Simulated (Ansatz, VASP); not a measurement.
Two plane-wave programs on CO2

```
CELL_PARAMETERS angstrom
8.40612 0.00000 0.00000
0.00000 8.40612 0.00000
0.00000 0.00000 8.40612
ATOMIC_POSITIONS crystal
C 0.52098 0.61982 0.42167
C 0.75045 0.30896 0.58690
C 0.97216 0.60722 0.34591
C 0.32780 0.97898 0.99072
C 0.56927 0.31805 0.12413
C 0.09184 0.89983 0.58785
C 0.23495 0.32202 0.66802
C 0.74501 0.96471 0.83449
C 0.96406 0.56170 0.90956
C 0.51928 0.00786 0.41224
O 0.43702 0.60240 0.31212
O 0.60446 0.63823 0.53156
O 0.74917 0.30991 0.72566
O 0.75114 0.30776 0.44750
O 0.05768 0.56406 0.44724
O 0.88608 0.65053 0.24587
O 0.27045 0.90775 0.09545
O 0.38569 0.05001 0.88580
O 0.45439 0.25796 0.17529
O 0.68374 0.37845 0.07391
O 0.12826 0.85717 0.71537
O 0.05545 0.94078 0.46007
O 0.11816 0.24639 0.66796
O 0.35112 0.39849 0.66829
O 0.74225 0.98079 0.97241
O 0.74801 0.94926 0.69599
O 0.06998 0.48761 0.96144
O 0.85928 0.63557 0.85591
O 0.61207 0.95614 0.32269
O 0.42621 0.05810 0.50294
```

Alike in both runs: functional PBE; dispersion D3(BJ); k mesh 1 × 1 × 1; occupations fermi-dirac, width 0.05 eV; no spin polarisation.

Ansatz relaxed the structure, and its values are those at the end. VASP's run is a single point on that final structure, the one shown.

|  | VASP | Ansatz |
| --- | --- | --- |
| version | VASP 6.6.1 | Ansatz 0.2.0 |
| potentials or method | VASP PAW PBE potentials, release 64 (C, O), cutoff 520 eV | scalar-relativistic, plane waves, PAW |
| valence electrons in the cell | 160 | 160 |

|  | VASP | Ansatz | Ansatz less VASP |
| --- | --- | --- | --- |
| gap on the k mesh at the Fermi level (eV) | 6.50 | 6.52 | +0.018 |
| rms of the force components (eV/Å) | 0.301 | 0.012 | -0.2893 |

One of these differences is far larger than is usual between the two programs; its cause wasn't traced. Ansatz's warnings: xc potential rough in thin density.

Noted on VASP's run: the standard files for N, O and F lose accuracy on very short bonds.
